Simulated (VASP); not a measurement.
Set up this calculation in VASP 6.6.1, as the native input.

| Property | Result |
| --- | --- |
| Task | single point |
| Functional | PBE |
| Potentials or basis | VASP PAW PBE potentials, release 64 (In_d, Se) |
| Cutoff | 520 eV |
| k mesh | 6 × 6 × 2, shifted |
| Occupations | gaussian, width 0.1 eV |
| Spin | no spin polarisation |
| Dipole correction | no |
| Further INCAR settings | ALGO = Normal; EDIFF = 1e-06; NBANDS = 34 |

The structure of InSe2 lies in POSCAR:

```
InSe2
1.0
    3.8948930000      0.0000000000      0.0000000000
    0.0000000000      3.8948930000      0.0000000000
    0.0000000000      0.0000000000      9.6262310000
In Se
2 4
Direct
    0.0000000000      0.5000000000      0.7064680000
    0.5000000000      0.0000000000      0.2935320000
    0.0000000000      0.5000000000      0.3662120000
    0.5000000000      0.0000000000      0.6337880000
    0.0000000000      0.0000000000      0.0000000000
    0.5000000000      0.5000000000      0.0000000000
```

These files were run (other wordings do the same):

INCAR

```
ALGO = Normal
EDIFF = 1E-6
ENCUT = 520
GGA = PE
ISIF = 2
ISMEAR = 0
LASPH = True
LCHARG = True
LELF = True
LREAL = False
LVHAR = True
LWAVE = False
NBANDS = 34
NELM = 80
PREC = Accurate
SIGMA = 0.1
```

KPOINTS

```
Automatic mesh
0
Gamma
  6 6 2
  0.5 0.5 0.5
```

Potentials or basis: VASP PAW PBE potentials, release 64 (In_d, Se).

Run with:

```bash
$ cat potpaw_PBE.64/In_d/POTCAR potpaw_PBE.64/Se/POTCAR > POTCAR
$ mpirun -np 1 vasp_std > vasp.out
```

It gave:

| Quantity | Value |
| --- | --- |
| Pressure | 0.1 GPa |
| Largest force | 0.106 eV/Å |
| Band gap on the k mesh | zero (band 25 reaches 5.07 eV, above the bottom of band 26 at 3.97 eV) |

Caveat: spin-orbit coupling is left out, which moves the levels of the heavy elements.

Wall time 54 s on 1 thread of Intel Xeon 6975P-C (shared host), peak memory 0.24 GiB.
